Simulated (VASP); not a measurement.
Sn, 2 atoms in the cell. Symmetry: Fd-3m, No. 227, cubic system. Conventional cell: a = 6.971 Å, b = 6.971 Å, c = 6.971 Å, α = 90.00°, β = 90.00°, γ = 90.00°. Within 4.0 Å of Sn (site symmetry -43m) lie 4 Sn at 3.02 Å. This isn't the form of Sn at room conditions, which is tetragonal (white tin).

* Program: VASP 6.6.1
* Task: single point
* Functional: revPBE
* Potentials or basis: VASP PAW PBE potentials, release 64 (Sn_d)
* Cutoff: 520 eV
* k mesh: 13 × 13 × 13
* Occupations: fermi-dirac, width 0.1 eV
* Spin: no spin polarisation
* Dipole correction: no
* Further INCAR settings: ALGO = Normal; EDIFF = 1e-06; NBANDS = 21

Potentials or basis: VASP PAW PBE potentials, release 64 (Sn_d).

Run with:

```bash
$ cat potpaw_PBE.64/Sn_d/POTCAR > POTCAR
$ mpirun -np 1 vasp_std > vasp.out
```

Hardware: 1 thread of AMD EPYC 7R13 Processor (Zen 3), with other jobs on the host.

Task: How long does it take, and how much memory?

Result: Wall time 100 s on 1 thread of AMD EPYC 7R13 Processor (Zen 3), with other jobs on the host, peak memory 0.27 GiB. Counts: scf iterations 12, k points 84.
